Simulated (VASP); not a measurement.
# HfC (I4/mmm) in VASP: further runs, part 2 of 2

VASP 6.6.1.

**3. Single point, PBE**

This run uses another cell than the first one, of the same volume but with other edges.

Contents of INCAR:

```
PREC = Accurate ; ENCUT = 520
EDIFF = 1E-6 ; ISMEAR = 0
SIGMA = 0.15 ; LREAL = False
LASPH = True ; NELM = 60
ALGO = Normal ; ISIF = 2
LWAVE = False ; LCHARG = False
GGA = PE ; NBANDS = 14
```

Contents of KPOINTS:

```
Automatic mesh
0
Gamma
  20 20 20
```

Contents of POSCAR:

```
HfC
1.0
    0.0000000000      2.3905271553      2.1992849829
    2.3905271553      0.0000000000      2.1992849829
    2.3905271553      2.3905271553      0.0000000000
Hf C
1 1
Direct
    0.5000000000      0.5000000000      0.5000000000
    0.0000000000      0.0000000000      0.0000000000
```

Potentials or basis: VASP PAW PBE potentials, release 64 (Hf_pv, C).

Command:

```
$ cat potpaw_PBE.64/Hf_pv/POTCAR potpaw_PBE.64/C/POTCAR > POTCAR
$ mpirun -np 1 vasp_std > vasp.out
```

OUTCAR:

```text
PREC = Accurate
   ENCUT = 520
   EDIFF = 1E-6
   ISMEAR = 0
   LREAL = False
   LASPH = True
   NELM = 60
   ISIF = 2
   GGA = PE

 ion  position               nearest neighbor table
   1  0.500  0.500  0.500-   2 2.20   2 2.20   2 2.39   2 2.39   2 2.39   2 2.39
   2  0.000  0.000  0.000-   1 2.20   1 2.20   1 2.39   1 2.39   1 2.39   1 2.39

  LATTYP: Found a body centered tetragonal cell.
 ALAT       =     3.3807159242
 C/A-ratio  =     1.3010764774

  Lattice vectors:

 A1 = (   0.0000000000,  -2.3905271553,  -2.1992849829)
 A2 = (   0.0000000000,   2.3905271553,  -2.1992849829)
 A3 = (   2.3905271553,   0.0000000000,   2.1992849829)

Analysis of symmetry for initial positions (statically):
=====================================================================
 Subroutine PRICEL returns:
 Original cell was already a primitive cell.

 Routine SETGRP: Setting up the symmetry group for a
 body centered tetragonal supercell.

 Subroutine GETGRP returns: Found 16 space group operations
 (whereof 16 operations were pure point group operations)
 out of a pool of 16 trial point group operations.

The static configuration has the point symmetry D_4h.

Analysis of symmetry for dynamics (positions and initial velocities):
=====================================================================
 Subroutine PRICEL returns:
 Original cell was already a primitive cell.

 Routine SETGRP: Setting up the symmetry group for a
 body centered tetragonal supercell.

 Subroutine GETGRP returns: Found 16 space group operations
 (whereof 16 operations were pure point group operations)
 out of a pool of 16 trial point group operations.

The dynamic configuration has the point symmetry D_4h.

 Subroutine INISYM returns: Found 16 space group operations
 (whereof 16 operations are pure point group operations),
 and found     1 'primitive' translations

----------------------------------------------------------------------------------------

                                     Primitive cell

  volume of cell :      25.1362

  direct lattice vectors                    reciprocal lattice vectors
     0.000000000  2.390527155  2.199284983    -0.209158887  0.209158887  0.227346617
     2.390527155  0.000000000  2.199284983     0.209158887 -0.209158887  0.227346617
     2.390527155  2.390527155  0.000000000     0.209158887  0.209158887 -0.227346617

  length of vectors
     3.248303329  3.248303329  3.380715924     0.373070187  0.373070187  0.373070187

  position of ions in fractional coordinates (direct lattice)
     0.500000000  0.500000000  0.500000000
     0.000000000  0.000000000  0.000000000

  ion indices of the primitive-cell ions
   primitive index   ion index
                 1           1
                 2           2

----------------------------------------------------------------------------------------

 KPOINTS: Automatic mesh

Automatic generation of k-mesh.
 Grid dimensions read from file:
 generate k-points for:   20   20   20

 Generating k-lattice:

  Cartesian coordinates                     Fractional coordinates (reciprocal lattice)
    -0.010457944  0.010457944  0.011367331     0.050000000  0.000000000  0.000000000
     0.010457944 -0.010457944  0.011367331     0.000000000  0.050000000  0.000000000
[... 42 lines left out ...]
   total plane-waves  NPLWV =  16128
   dimension x,y,z NGX =    24 NGY =   24 NGZ =   28
   dimension x,y,z NGXF=    48 NGYF=   48 NGZF=   56
   ions per type =               1   1
   NGX,Y,Z   is equivalent  to a cutoff of  12.28, 12.28, 13.77 a.u.
   NGXF,Y,Z  is equivalent  to a cutoff of  24.57, 24.57, 27.54 a.u.
 SYSTEM =  unknown system
   PREC   = accura    normal or accurate (medium, high low for compatibility)
   ISTART =      0    job   : 0-new  1-cont  2-samecut
   ICHARG =      2    charge: 1-file 2-atom 10-const
   ISPIN  =      1    spin polarized calculation?
   LNONCOLLINEAR =      F non collinear calculations
   LSORBIT =      F    spin-orbit coupling
   LASPH  =      T    aspherical Exc in radial PAW
   ENCUT  =  520.0 eV  38.22 Ry    6.18 a.u.   6.04  6.04  6.29*2*pi/ulx,y,z
   NELM   =     60;   NELMIN=  2; NELMDL= -5     # of ELM steps
   EDIFF  = 0.1E-05   stopping-criterion for ELM
   LREAL  =      F    real-space projection
   EDIFFG = 0.1E-04   stopping-criterion for IOM
   NSW    =      0    number of steps for IOM
   IBRION =     -1    ionic relax: 0-MD 1-quasi-New 2-CG
   NFREE  =      0    steps in history (QN), initial steepest desc. (CG)
   ISIF   =      2    stress and relaxation
   ISYM   =      2    0-nonsym 1-usesym 2-fastsym
   POTIM  = 0.5000    time-step for ionic-motion
   TEBEG  =    0.0;   TEEND  =   0.0 temperature during run
   PSTRESS=    0.0 pullay stress
   NELECT =      14.0000    total number of electrons
   NUPDOWN=      -1.0000    fix difference up-down
   EMIN   =  10.00;   EMAX   =-10.00  energy-range for DOS
   EFERMI =   0.00;   METHOD = LEGACY
   ISMEAR =     0;   SIGMA  =   0.15  broadening in eV -4-tet -1-fermi 0-gaus
   EFERMI_NEDOS =   21; number of points for ismear=-14 and -15
   IALGO  =     38    algorithm
   IMIX   =      4    mixing-type and parameters
     AMIX     =   0.40;   BMIX     =  1.00
     AMIX_MAG =   1.60;   BMIX_MAG =  1.00
  volume/ion in A,a.u.               =      12.57        84.81
  Fermi-wavevector in a.u.,A,eV,Ry     =   1.346949  2.545365 24.684672  1.814272
  Thomas-Fermi vector in A             =   2.474740
   LORBIT       =      0    0 simple, 1 ext, 2 COOP (PROOUT), +10 PAW based schemes
   GGA     = PE    functional components
   LHFCALC =     F    Hartree Fock is set to
   AEXX    =    0.0000 exact exchange contribution
   IVDW    =     0    specifies the selected vdW correction
   LEPSILON=     F    determine dielectric tensor
   LRPA    =     F    only Hartree local field effects (RPA)
 non-spin polarized calculation
 Gauss-broadening in eV      SIGMA  =   0.15
  energy-cutoff  :      520.00
  volume of cell :       25.14
 maximum number of plane-waves:       708
   NGX = 13   NGY = 13   NGZ = 13

 number of electron      14.0000000 magnetization

 Free energy of the ion-electron system (eV)
  ---------------------------------------------------
  ext. energy  EPLUGINS =         0.00000000
  ---------------------------------------------------
  free energy    TOTEN  =       -20.88769660 eV

  energy without entropy =      -20.88490268  energy(sigma->0) =      -20.88629964

 E-fermi :   5.9868     XC(G=0): -12.2728

 val. band max:        5.9779613092   @ k =  -0.1000   0.0500   0.0000
 cond. band min:       5.9961434400   @ k =   0.3500   0.2500   0.0000
 fundamental gap:      0.0181821308
 Fermi energy:         5.9867563996

 k-point     1 :       0.0000    0.0000    0.0000
  band No.  band energies     occupation
      1     -23.6211      2.00000
      2     -23.6211      2.00000
      3     -23.5471      2.00000
      4      -6.3694      2.00000
      5       6.8026      0.00000
      6       6.8026      0.00000
      7       7.0986      0.00000
      8       7.0986      0.00000
      9       7.2834      0.00000
     10       7.9661      0.00000
     11       8.7959      0.00000
     12       9.2143      0.00000
     13      13.6152      0.00000
     14      17.0285      0.00000
[... 377 lines left out ...]
      1     -24.1586      2.00000
      2     -23.7096      2.00000
      3     -23.6154      2.00000
      4      -3.7130      2.00000
      5       1.1072      2.00000
      6       3.1717      2.00000
      7       3.6001      2.00000
      8       9.8388      0.00000
      9      10.1970      0.00000
     10      10.6556      0.00000
     11      14.3975      0.00000
     12      15.4342      0.00000
     13      16.2163      0.00000
     14      19.6162      0.00000

 [... further k-points ...]

------------------------ aborting loop because EDIFF is reached ----------------------------------------

  FORCE on cell =-STRESS in cart. coord.  units (eV):
  Direction    XX          YY          ZZ          XY          YZ          ZX
  --------------------------------------------------------------------------------------
  -------------------------------------------------------------------------------------
  Total       -1.5641031     -1.5641031      4.4616027      0.0000000     -0.0000000      0.0000000
  in kB      -99.6958500    -99.6958500    284.3823315      0.0000000     -0.0000000      0.0000000
  external PRESSURE =      28.3302105 kB  Pullay stress =       0.0000000 kB

 VOLUME and BASIS-vectors are now :
 -----------------------------------------------------------------------------
  energy-cutoff  :      520.00
  volume of cell :       25.14
      direct lattice vectors                 reciprocal lattice vectors
     0.000000000  2.390527155  2.199284983    -0.209158887  0.209158887  0.227346617
     2.390527155  0.000000000  2.199284983     0.209158887 -0.209158887  0.227346617
     2.390527155  2.390527155  0.000000000     0.209158887  0.209158887 -0.227346617

 POSITION                                       TOTAL-FORCE (eV/Angst)
 -----------------------------------------------------------------------------------
      2.39053      2.39053      2.19928         0.000000     -0.000000      0.000000
      0.00000      0.00000      0.00000        -0.000000      0.000000      0.000000
 -----------------------------------------------------------------------------------
    total drift:                                0.000000     -0.000000      0.000000

  FREE ENERGIE OF THE ION-ELECTRON SYSTEM (eV)
  ---------------------------------------------------
  free  energy   TOTEN  =       -20.8876966025 eV

  energy  without entropy=      -20.8849026780  energy(sigma->0) =      -20.88629964
```

OSZICAR:

```text
N       E                     dE             d eps       ncg     rms          rms(c)
DAV:   1     0.233712588268E+02    0.23371E+02   -0.77589E+03 18012   0.983E+02
DAV:   2    -0.225570134478E+02   -0.45928E+02   -0.43056E+02 23220   0.201E+02
DAV:   3    -0.241053475990E+02   -0.15483E+01   -0.15421E+01 21704   0.268E+01
DAV:   4    -0.241124058321E+02   -0.70582E-02   -0.70577E-02 21106   0.223E+00
DAV:   5    -0.241124523213E+02   -0.46489E-04   -0.46488E-04 21896   0.162E-01    0.592E+01
DAV:   6    -0.209405047299E+02    0.31719E+01   -0.12408E+01 20444   0.184E+01    0.416E+01
DAV:   7    -0.209018928373E+02    0.38612E-01   -0.67705E-01 21914   0.535E+00    0.247E+01
DAV:   8    -0.208955743546E+02    0.63185E-02   -0.74359E-02 21554   0.211E+00    0.600E+00
DAV:   9    -0.208880798662E+02    0.74945E-02   -0.29530E-02 20432   0.940E-01    0.188E+00
DAV:  10    -0.208877098097E+02    0.37006E-03   -0.14711E-03 22108   0.280E-01    0.396E-01
DAV:  11    -0.208876960957E+02    0.13714E-04   -0.12100E-04 21458   0.807E-02    0.803E-02
DAV:  12    -0.208876966025E+02   -0.50684E-06   -0.43779E-06 22164   0.170E-02
   1 F= -.20887697E+02 E0= -.20886300E+02  d E =-.279392E-02
```

stdout:

```text
POSCAR found type information on POSCAR HfC
 POSCAR found :  2 types and       2 ions
 scaLAPACK will be used
 LDA part: xc-table for (Slater+PW92), standard interpolation
 POSCAR, INCAR and KPOINTS ok, starting setup
 FFT: planning ... GRIDC
 FFT: planning ... GRID_SOFT
 FFT: planning ... GRID
 WAVECAR not read
 entering main loop
```

Wall time 5.2 min (1 thread of AMD EPYC 7R43 (Zen 3), shared host); peak memory 0.3 GiB.

What came out:

- Free energy: -20.8877 eV
- Pressure: 2.8 GPa
- Band gap on the k mesh: zero (band 7 reaches 7.10 eV, above the bottom of band 8 at 5.04 eV)

Caveat: spin-orbit coupling is left out, which moves the levels of the heavy elements.

**4. Single point, PBE**

This run uses another cell than the first one, of the same volume but with other edges.

Contents of INCAR:

```
SYSTEM = HfC
ALGO = Normal
EDIFF = 1E-7
ENCUT = 520
GGA = PE
ISIF = 2
ISMEAR = 0
LASPH = .TRUE.
LCHARG = .TRUE.
LELF = .TRUE.
LREAL = .FALSE.
LVHAR = .TRUE.
LWAVE = .FALSE.
NBANDS = 14
NELM = 60
PREC = Accurate
SIGMA = 0.15
```

Contents of KPOINTS:

```
k-points
0
G
  20 20 20
  0 0 0
```

Contents of POSCAR:

```
HfC
1.0
    0.0000000000      2.2522956368      2.4775252005
    2.2522956368      0.0000000000      2.4775252005
    2.2522956368      2.2522956368      0.0000000000
Hf C
1 1
Direct
    0.5000000000      0.5000000000      0.5000000000
    0.0000000000      0.0000000000      0.0000000000
```

Command:

```
$ cat potpaw_PBE.64/Hf_pv/POTCAR potpaw_PBE.64/C/POTCAR > POTCAR
$ mpirun -np 1 vasp_std > vasp.out
```

Run time: 7.2 min. Hardware: 1 thread of AMD EPYC 7R43 (Zen 3), shared host; peak memory 0.31 GiB.

The run converged. Its results:

```
Free energy            : -20.8711 eV
Pressure               : 3.8 GPa
Band gap on the k mesh : zero (band 7 reaches 7.11 eV, above the bottom of band 8 at 5.44 eV)
```

Stress tensor (GPa, compression positive):
```
 15.18   0.00   0.00
  0.00  15.18   0.00
  0.00   0.00 -19.06
```

Levels at points of the mesh, in eV from the Fermi level:
```csv
k point,band 4,band 5,band 6,band 7,band 8,band 9,band 10,band 11
"(0.00, 0.00, 0.00)",-12.36,0.68,0.72,1.12,1.12,1.76,1.76,2.18
"(0.50, 0.00, 0.00)",-8.54,-6.17,-3.21,-2.98,5.04,5.57,6.04,6.40
"(0.50, 0.50, 0.00)",-10.62,-3.23,-1.67,0.25,0.25,5.32,6.62,6.62
"(0.50, 0.00, 0.50)",-10.44,-2.24,-1.82,-0.43,-0.11,4.89,5.97,7.37
```

Caveat: spin-orbit coupling is left out, which moves the levels of the heavy elements.

**5. Summary**

| cell | gap on the mesh (eV) | pressure (GPa) |
| --- | --- | --- |
| a = 3.494, b = 3.494, c = 3.013 Å, angles 64.5, 64.5, 51.1°, 2 atoms | none | 30.0 |
| a = 3.248, b = 3.248, c = 3.381 Å, angles 58.6, 58.6, 62.7°, 2 atoms | none | 2.8 |
| a = 3.348, b = 3.348, c = 3.185 Å, angles 61.6, 61.6, 56.8°, 2 atoms | none | 3.8 |

Alike in all rows: task single point; level PBE; potentials or basis VASP PAW PBE potentials, release 64 (Hf_pv, C); no spin polarisation; k mesh 20 × 20 × 20; cutoff (eV) 520; smearing gaussian 0.15 eV.

Caveats: spin-orbit coupling is left out, which moves the levels of the heavy elements.

Total energies depend on the potentials used, so only differences within one code and one set of settings carry meaning.
